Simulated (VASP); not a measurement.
# Ge (P6_3/mmc) in VASP: a series of runs

Ge is run at these levels: PBE; tasks: electric field gradients.

All numbers are computed with VASP 6.6.1; they aren't measurements. Logs are shortened: lines on timing, memory, paths and dates and some standing lists are left out, and cuts for length are marked.

### Step 1. The cell of the first run

Symmetry: P6_3/mmc, No. 194, hexagonal system. The conventional cell has a = 3.916 Å, b = 3.916 Å, c = 6.465 Å, α = 90.00°, β = 90.00°, γ = 120.00°. Ge (site symmetry 3m) has 4 Ge at 2.40 to 2.42 Å within 3.2 Å.

This isn't the form of Ge at room conditions, which is diamond.

### Step 2. Electric field gradients, PBE (21.46 Å³/atom)

INCAR reads:

```
SYSTEM = Ge
ALGO = Normal
EDIFF = 1E-8
ENCUT = 520
GGA = PE
ISIF = 2
ISMEAR = -1
LASPH = .TRUE.
LCHARG = .FALSE.
LEFG = .TRUE.
LREAL = .FALSE.
LWAVE = .FALSE.
NBANDS = 36
NELM = 100
PREC = Accurate
SIGMA = 0.05
```

KPOINTS reads:

```
k-points
0
G
  11 11 6
  0 0 0
```

POSCAR reads:

```
Ge
1.0
    3.9159795603      0.0000000000      0.0000000000
   -1.9579897802      3.3913377800      0.0000000000
    0.0000000000      0.0000000000      6.4646589660
Ge
4
Direct
    0.6666666667      0.3333333333      0.0629012500
    0.3333333333      0.6666666667      0.5629012500
    0.6666666667      0.3333333333      0.4370987500
    0.3333333333      0.6666666667      0.9370987500
```

Potentials or basis: VASP PAW PBE potentials, release 64 (Ge_d).

Started as:

```sh
> cat potpaw_PBE.64/Ge_d/POTCAR > POTCAR
> mpirun -np 1 vasp_std > vasp.out
```

OUTCAR:

```text
SYSTEM = Ge
   EDIFF = 1E-8
   ENCUT = 520
   GGA = PE
   ISIF = 2
   ISMEAR = -1
   LASPH = .TRUE.
   LREAL = .FALSE.
   NELM = 100
   PREC = Accurate

 ion  position               nearest neighbor table
   1  0.667  0.333  0.063-   4 2.40   4 2.40   4 2.40   3 2.42
   2  0.333  0.667  0.563-   3 2.40   3 2.40   3 2.40   4 2.42
   3  0.667  0.333  0.437-   2 2.40   2 2.40   2 2.40   1 2.42
   4  0.333  0.667  0.937-   1 2.40   1 2.40   1 2.40   2 2.42

  LATTYP: Found a hexagonal cell.
 ALAT       =     3.9159795603
 C/A-ratio  =     1.6508408347

  Lattice vectors:

 A1 = (   3.9159795603,   0.0000000000,   0.0000000000)
 A2 = (  -1.9579897802,   3.3913377800,   0.0000000000)
 A3 = (   0.0000000000,   0.0000000000,   6.4646589660)

Analysis of symmetry for initial positions (statically):
=====================================================================
 Subroutine PRICEL returns:
 Original cell was already a primitive cell.

 Routine SETGRP: Setting up the symmetry group for a
 hexagonal supercell.

 Subroutine GETGRP returns: Found 24 space group operations
 (whereof 12 operations were pure point group operations)
 out of a pool of 24 trial point group operations.

The static configuration has the point symmetry D_3d.
 The point group associated with its full space group is D_6h.

Analysis of symmetry for dynamics (positions and initial velocities):
=====================================================================
 Subroutine PRICEL returns:
 Original cell was already a primitive cell.

 Routine SETGRP: Setting up the symmetry group for a
 hexagonal supercell.

 Subroutine GETGRP returns: Found 24 space group operations
 (whereof 12 operations were pure point group operations)
 out of a pool of 24 trial point group operations.

The dynamic configuration has the point symmetry D_3d.
 The point group associated with its full space group is D_6h.

 Subroutine INISYM returns: Found 24 space group operations
 (whereof 12 operations are pure point group operations),
 and found     1 'primitive' translations

----------------------------------------------------------------------------------------

                                     Primitive cell

  volume of cell :      85.8533

[... 138 lines left out ...]
  energy without entropy =      -17.78352281  energy(sigma->0) =      -17.78389656

 E-fermi :   5.7078     XC(G=0): -10.1768

 val. band max:        5.6745054252   @ k =   0.0000   0.0000   0.0000
 cond. band min:       5.7184886858   @ k =   0.0000   0.0000   0.0000
 fundamental gap:      0.0439832606
 Fermi energy:         5.7077674101

 k-point     1 :       0.0000    0.0000    0.0000
  band No.  band energies     occupation
      1     -19.4173      2.00000
      2     -19.4173      2.00000
      3     -19.3730      2.00000
      4     -19.3722      2.00000
      5     -19.3722      2.00000
      6     -19.3585      2.00000
[... 925 lines left out ...]
     35      11.8366      0.00000
     36      12.6146      0.00000

 [... further k-points ...]

------------------------ aborting loop because EDIFF is reached ----------------------------------------

  FORCE on cell =-STRESS in cart. coord.  units (eV):
  Direction    XX          YY          ZZ          XY          YZ          ZX
  --------------------------------------------------------------------------------------
  -------------------------------------------------------------------------------------
  Total        4.3055696      4.3055696      4.2827753     -0.0000000      0.0000000     -0.0000000
  in kB       80.3496723     80.3496723     79.9242905     -0.0000000      0.0000000     -0.0000000
  external PRESSURE =      80.2078784 kB  Pullay stress =       0.0000000 kB

 VOLUME and BASIS-vectors are now :
 -----------------------------------------------------------------------------
  energy-cutoff  :      520.00
  volume of cell :       85.85
      direct lattice vectors                 reciprocal lattice vectors
     3.915979560  0.000000000  0.000000000     0.255363948  0.147434444  0.000000000
    -1.957989780  3.391337780  0.000000000     0.000000000  0.294868888  0.000000000
     0.000000000  0.000000000  6.464658966     0.000000000  0.000000000  0.154687201

 POSITION                                       TOTAL-FORCE (eV/Angst)
 -----------------------------------------------------------------------------------
      1.95799      1.13045      0.40664         0.000000      0.000000      0.031289
     -0.00000      2.26089      3.63896        -0.000000     -0.000000      0.031289
      1.95799      1.13045      2.82569         0.000000      0.000000     -0.031289
     -0.00000      2.26089      6.05802        -0.000000     -0.000000     -0.031289
 -----------------------------------------------------------------------------------
    total drift:                               -0.000000      0.000000      0.000000

  FREE ENERGIE OF THE ION-ELECTRON SYSTEM (eV)
  ---------------------------------------------------
  free  energy   TOTEN  =       -17.7842702982 eV

  energy  without entropy=      -17.7835228134  energy(sigma->0) =      -17.78389656

 Electric field gradients (V/A^2)
---------------------------------------------------------------------
 ion       V_xx      V_yy      V_zz      V_xy      V_xz      V_yz
---------------------------------------------------------------------
   1      -4.474    -4.471     8.945     0.003     0.000    -0.000
   2      -4.474    -4.471     8.945     0.003    -0.000     0.000
   3      -4.474    -4.471     8.945     0.003    -0.000     0.000
   4      -4.474    -4.471     8.945     0.003     0.000    -0.000
---------------------------------------------------------------------

 Electric field gradients after diagonalization (V/A^2)
 (convention: |V_zz| > |V_xx| > |V_yy|)
----------------------------------------------------------------------
 ion       V_xx      V_yy      V_zz     asymmetry (V_yy - V_xx)/ V_zz
----------------------------------------------------------------------
   1      -4.475    -4.469     8.945       0.001
   2      -4.475    -4.469     8.945       0.001
   3      -4.475    -4.469     8.945       0.001
   4      -4.475    -4.469     8.945       0.001
----------------------------------------------------------------------

           NMR quadrupolar parameters

 Cq : quadrupolar parameter    Cq=e*Q*V_zz/h
 eta: asymmetry parameters     (V_yy - V_xx)/ V_zz
 Q  : nuclear electric quadrupole moment in mb (millibarn)
----------------------------------------------------------------------
 ion       Cq(MHz)       eta       Q (mb)
----------------------------------------------------------------------
   1       0.022       0.001       1.000
   2       0.022       0.001       1.000
   3       0.022       0.001       1.000
   4       0.022       0.001       1.000
----------------------------------------------------------------------
```

OSZICAR:

```text
N       E                     dE             d eps       ncg     rms          rms(c)
DAV:   1     0.479032251221E+03    0.47903E+03   -0.28277E+04  5568   0.435E+03
DAV:   2     0.637579695470E+02   -0.41527E+03   -0.40469E+03  4608   0.786E+02
DAV:   3    -0.137688899720E+02   -0.77527E+02   -0.76645E+02  4960   0.204E+02
DAV:   4    -0.179169946676E+02   -0.41481E+01   -0.41304E+01  5404   0.552E+01
DAV:   5    -0.179989122436E+02   -0.81918E-01   -0.81891E-01  5152   0.850E+00    0.489E+00
DAV:   6    -0.178555408348E+02    0.14337E+00   -0.69387E-02  5104   0.188E+00    0.288E+00
DAV:   7    -0.177799544918E+02    0.75586E-01   -0.12307E-01  5056   0.228E+00    0.201E-01
DAV:   8    -0.177834845282E+02   -0.35300E-02   -0.12836E-02  5132   0.938E-01    0.859E-02
DAV:   9    -0.177842363170E+02   -0.75179E-03   -0.84798E-04  5012   0.131E-01    0.210E-02
DAV:  10    -0.177842596184E+02   -0.23301E-04   -0.43943E-05  5608   0.671E-02    0.853E-03
DAV:  11    -0.177842694286E+02   -0.98102E-05   -0.21407E-05  5080   0.229E-02    0.308E-03
DAV:  12    -0.177842701689E+02   -0.74030E-06   -0.11565E-06  5136   0.105E-02    0.103E-03
DAV:  13    -0.177842703081E+02   -0.13921E-06   -0.17533E-07  4764   0.214E-03    0.357E-04
DAV:  14    -0.177842702982E+02    0.99299E-08   -0.20617E-08  4364   0.139E-03
   1 F= -.17784270E+02 E0= -.17783897E+02  d E =-.747485E-03
```

It took 2.4 min on 1 thread of Intel Xeon Platinum 8259CL at 2.50GHz (Skylake/Cascade Lake), shared host; peak memory 0.28 GiB.

Results:

```yaml
Free_energy: -17.7843 eV
Pressure: 8.0 GPa
Largest_force: 0.031 eV/Å
Band_gap_on_the_k_mesh: zero (filled and empty bands touch)
Largest_electric_field_gradient_by_atom: Ge +8.9 V/Å²
```

Forces on the atoms (eV/Å):
```
Ge   0.000  0.000  0.031
Ge   0.000  0.000  0.031
Ge   0.000  0.000 -0.031
Ge   0.000  0.000 -0.031
```

Levels at points of the mesh, in eV from the Fermi level:
```tsv
k point	band 24	band 25	band 26	band 27	band 28	band 29	band 30	band 31	band 32	band 33
(0.00, 0.00, 0.00)	-1.71	-1.71	-0.30	-0.03	0.01	0.01	0.46	2.14	2.14	2.69
(0.00, 0.00, 0.50)	-5.03	-1.04	-1.04	-1.04	-1.04	0.78	0.78	3.30	3.30	3.30
```

Electric field gradients, principal values (V/Å²):
```csv
atom,least,middle,greatest (by size)
1 Ge,-4.469,-4.475,8.945
2 Ge,-4.469,-4.475,8.945
3 Ge,-4.469,-4.475,8.945
4 Ge,-4.469,-4.475,8.945
```

Caveat: the cell stands under pressure; semilocal functionals underestimate gaps, so a narrow gap can read as zero; without QUAD_EFG the Cq values of the log hold for a quadrupole moment of 1 mb, not for the nuclei.

(Part 1 of 2 ends here.)
